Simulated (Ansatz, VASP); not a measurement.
**GaP: VASP beside Ansatz**

```xyz
2
Lattice="0.0000 2.7195 2.7195 2.7195 0.0000 2.7195 2.7195 2.7195 0.0000" Properties=species:S:1:pos:R:3 pbc="T T T"
Ga    0.0000    0.0000    0.0000
P     1.3597    1.3597    1.3597
```

Alike in both runs: task single point; functional PBEsol; k mesh 8 × 8 × 8; no spin polarisation.

|  | VASP | Ansatz |
| --- | --- | --- |
| version | VASP 6.6.1 | Ansatz 0.2.0 |
| potentials or method | VASP PAW PBE potentials, release 64 (Ga_d, P), cutoff 500 eV | scalar-relativistic, plane waves, PAW |
| occupations | gaussian, width 0.01 eV | fixed |
| valence electrons in the cell | 18 | 18 |

|  | VASP | Ansatz | Ansatz less VASP |
| --- | --- | --- | --- |
| gap on the k mesh at the Fermi level (eV) | 1.50 | 1.50 | -0.003 |
| least direct gap on the mesh (eV) | 1.80 | 1.80 | -0.006 |

VASP's potentials were made for PBE, not for PBEsol, and Ansatz warns of the same on its side.
